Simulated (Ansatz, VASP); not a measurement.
# Two plane-wave programs on NaCl

```
CELL_PARAMETERS angstrom
0.00000 2.79406 2.79406
2.79406 0.00000 2.79406
2.79406 2.79406 0.00000
ATOMIC_POSITIONS crystal
Cl 0.50000 0.50000 0.50000
Na 0.00000 0.00000 0.00000
```

Alike in both runs: task single point; functional PBE-based screened hybrid; k mesh 4 × 4 × 4; occupations fermi-dirac, width 0.05 eV; no spin polarisation.

|  | VASP | Ansatz |
| --- | --- | --- |
| version | VASP 6.6.1 | Ansatz 0.2.0 |
| potentials or method | VASP PAW PBE potentials, release 64 (Cl, Na_pv) | Ansatz PAW |
| plane-wave cutoff (eV) | 520 | 420 |
| valence electrons in the cell | 14 | 16 |

```tsv
	VASP	Ansatz	Ansatz less VASP
gap on the k mesh at the Fermi level (eV)	6.05	6.05	+0.005
least direct gap on the mesh (eV)	6.05	6.05	+0.005
pressure (GPa)	1.2	1.2	0.00
```

VASP's potentials were made for PBE, not for PBE-based screened hybrid. VASP's potentials hold 14 valence electrons a cell and Ansatz's 16, so a difference there can come from the potentials and not from the codes.

The k mesh is coarse, so the values compare programs but aren't converged.
